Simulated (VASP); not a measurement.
Runs of VASP 6.6.1 on BN. The structure is that of space group F-43m (No. 216), or close to it. The cells are those of the table. 

```tsv
level	potentials or basis	cell	k mesh	cutoff (eV)	grid for exact exchange (PRECFOCK)	share of exact exchange	screening parameter	gap on the mesh (eV)	pressure (GPa)
r2SCAN	VASP PAW PBE potentials, release 64 (B_h, N_h)	a = 2.552 Å, angles 60.0°, 2 atoms	12 × 12 × 12	1460	-	-	-	5.00	-0.4
HSE06	VASP PAW PBE potentials, release 64 (B, N)	a = 2.578 Å, angles 60.0°, 2 atoms	8 × 8 × 8	520	Normal	0.25	0.2079 1/Å	(c)	-15.0
r2SCAN	VASP PAW PBE potentials, release 64 (B_h, N_h)	a = 2.578 Å, angles 60.0°, 2 atoms	12 × 12 × 12	1460	-	-	-	(b)	(a)
HSE06	VASP PAW PBE potentials, release 64 (B, N)	a = 2.603 Å, angles 60.0°, 2 atoms	8 × 8 × 8	520	Normal	0.25	0.2079 1/Å	5.70	-24.8
```

Alike in all rows: task single point; no spin polarisation; smearing gaussian 0.01 eV.

**Question.** Fill in the values left out.

**Answer.** (a) -11.5; (b) 4.96; (c) 5.74.

Caveats: the PAW data sets were made with another functional, which shifts forces and pressure a little; the cell stands under tension (at least some runs).

A k mesh can miss the band edges.
